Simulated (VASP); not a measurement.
Here is a VASP 6.6.1 calculation.

File INCAR:

```
SYSTEM = C
PREC     = Accurate       ! precision mode
ENCUT    = 520            ! plane-wave cutoff, eV
EDIFF    = 1E-6           ! SCF threshold, eV
ISMEAR   = 0              ! smearing method
SIGMA    = 0.1            ! smearing width, eV
LREAL    = .False.        ! projectors in reciprocal space
LASPH    = .True.         ! aspherical terms in the spheres
NELM     = 60             ! most SCF steps
ALGO     = Normal         ! electronic algorithm
ISIF     = 2              ! what is computed and relaxed
LWAVE    = .False.        ! write WAVECAR
LCHARG   = .False.        ! write CHGCAR
GGA      = PS             ! functional
NBANDS   = 16             ! bands
```

KPOINTS

```
Automatic mesh
0
Gamma
  24 24 8
  0 0 0
```

The input POSCAR:

```
C
1.0
    2.3482486503      0.0000000000      0.0000000000
   -1.1741243252      2.0336429856      0.0000000000
    0.0000000000      0.0000000000      7.4903313379
C
4
Direct
    0.0000000000      0.0000000000      0.2500000000
    0.0000000000      0.0000000000      0.7500000000
    0.3333333333      0.6666666667      0.2500000000
    0.6666666667      0.3333333333      0.7500000000
```

Potentials or basis: VASP PAW PBE potentials, release 64 (C).

Launch:

```sh
$ cat potpaw_PBE.64/C/POTCAR > POTCAR
$ mpirun -np 1 vasp_std > vasp.out
```

(1) Predict the pressure.

(2) What does it give for the band gap on the k mesh?

## Answers

(1) 42.8 GPa.

(2) zero (band 8 reaches 4.55 eV, above the bottom of band 9 at 4.54 eV).

Caveat: the cell differs from its parent crystal (biaxial strain in the a-b plane: -4.5 %); the PAW data sets were made with another functional, which shifts forces and pressure a little; this functional lacks dispersion, which binds the layers, so the pressure and a relaxed spacing across them are unreliable.
